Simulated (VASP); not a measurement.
Wanted: the native input for a VASP 6.6.1 run.

* Task: single point
* Functional: PBEsol
* Potentials or basis: VASP PAW PBE potentials, release 64 (Ru_pv)
* Cutoff: 520 eV
* k mesh: 18 × 18 × 10
* Occupations: gaussian, width 0.1 eV
* Spin: no spin polarisation
* Dipole correction: no
* Further INCAR settings: ALGO = Fast; EDIFF = 1e-06; NBANDS = 21

The structure of Ru lies in POSCAR:

```
Ru
1.0
    2.6529739158      0.0000000000      0.0000000000
   -1.3264869579      2.2975428066      0.0000000000
    0.0000000000      0.0000000000      4.2012664288
Ru
2
Direct
    0.3333333333      0.6666666667      0.2500000000
    0.6666666667      0.3333333333      0.7500000000
```

The input as run:

INCAR

```
SYSTEM = Ru
ALGO     = Fast           ! electronic algorithm
EDIFF    = 1E-6           ! SCF threshold, eV
ENCUT    = 520            ! plane-wave cutoff, eV
GGA      = PS             ! functional
ISIF     = 2              ! what is computed and relaxed
ISMEAR   = 0              ! smearing method
LASPH    = .TRUE.         ! aspherical terms in the spheres
LCHARG   = .FALSE.        ! write CHGCAR
LREAL    = .FALSE.        ! projectors in reciprocal space
LWAVE    = .FALSE.        ! write WAVECAR
NBANDS   = 21             ! bands
NELM     = 100            ! most SCF steps
PREC     = Accurate       ! precision mode
SIGMA    = 0.1            ! smearing width, eV
```

KPOINTS

```
k-points
0
G
  18 18 10
  0 0 0
```

Potentials or basis: VASP PAW PBE potentials, release 64 (Ru_pv).

Run with:

```bash
$ cat potpaw_PBE.64/Ru_pv/POTCAR > POTCAR
$ mpirun -np 1 vasp_std > vasp.out
```

It gave:

| Item | Value |
| --- | --- |
| Pressure | 15.0 GPa |
| Band gap on the k mesh | zero (bands 14 and 15 overlap by 3.43 eV) |

Caveat: the cell stands under pressure; the PAW data sets were made with another functional, which shifts forces and pressure a little.

Run time: 2.1 min on 1 thread of Intel Xeon 8259CL (shared host), peak memory 0.21 GiB.
